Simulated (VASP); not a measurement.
Wanted: the native input for a VASP 6.6.1 run.

```yaml
Task: single point
Functional: PBE
Potentials_or_basis: VASP PAW PBE potentials, release 64 (Si, Sn_d)
Cutoff: 520 eV
k_mesh: 4 × 4 × 4
Occupations: fermi-dirac, width 0.02 eV
Spin: non-collinear spin, zero start, spin-orbit coupling
Starting_moments: "[[0.0, 0.0, 0.0], [0.0, 0.0, 0.0], [0.0, 0.0, 0.0], [0.0, 0.0, 0.0]] μB"
Dipole_correction: no
Further_INCAR_settings: ALGO = Normal; EDIFF = 1e-07; NBANDS = 40
```

The structure of Si3Sn lies in POSCAR:

```
Si3Sn
1.0
    4.0376389110      0.0000000000      0.0000000000
    0.0000000000      4.0376389110      0.0000000000
    0.0000000000      0.0000000000      5.7486205295
Si Sn
3 1
Direct
    0.5000000000      0.0000000000      0.7746010627
    0.5000000000      0.5000000000      0.0000000000
    0.0000000000      0.5000000000      0.2253989373
    0.0000000000      0.0000000000      0.5000000000
```

The input as run:

INCAR

```
SYSTEM = Si3Sn
PREC = Accurate
ENCUT = 520
EDIFF = 1E-7
ISMEAR = -1
SIGMA = 0.02
LREAL = .FALSE.
LASPH = .TRUE.
NELM = 150
ALGO = Normal
ISIF = 2
LWAVE = .FALSE.
LCHARG = .TRUE.
MAGMOM = 0 0 0 0 0 0 0 0 0 0 0 0
LORBIT = 11
LSORBIT = .TRUE.
GGA_COMPAT = .FALSE.
LORBMOM = .TRUE.
GGA = PE
LVHAR = .TRUE.
NBANDS = 40
```

KPOINTS

```
Automatic mesh
0
G
  4 4 4
  0 0 0
```

Potentials or basis: VASP PAW PBE potentials, release 64 (Si, Sn_d).

Command:

```console
$ cat potpaw_PBE.64/Si/POTCAR potpaw_PBE.64/Sn_d/POTCAR > POTCAR
$ mpirun -np 1 vasp_ncl > vasp.out
```

Results of the run:

- Pressure: 1.4 GPa
- Largest force: 0.108 eV/Å
- Net moment: 0.00 μB per cell
- Valence electrons inside the program's atomic spheres: Si 1.66, 1.64; Sn 12.49

Caveat: the k points lie up to 0.39 Å⁻¹ apart.

Run time: 2.5 min on 1 thread of Intel(R) Xeon(R) Platinum 8375C CPU @ 2.90GHz (Ice Lake), on a shared host, peak memory 0.41 GiB.
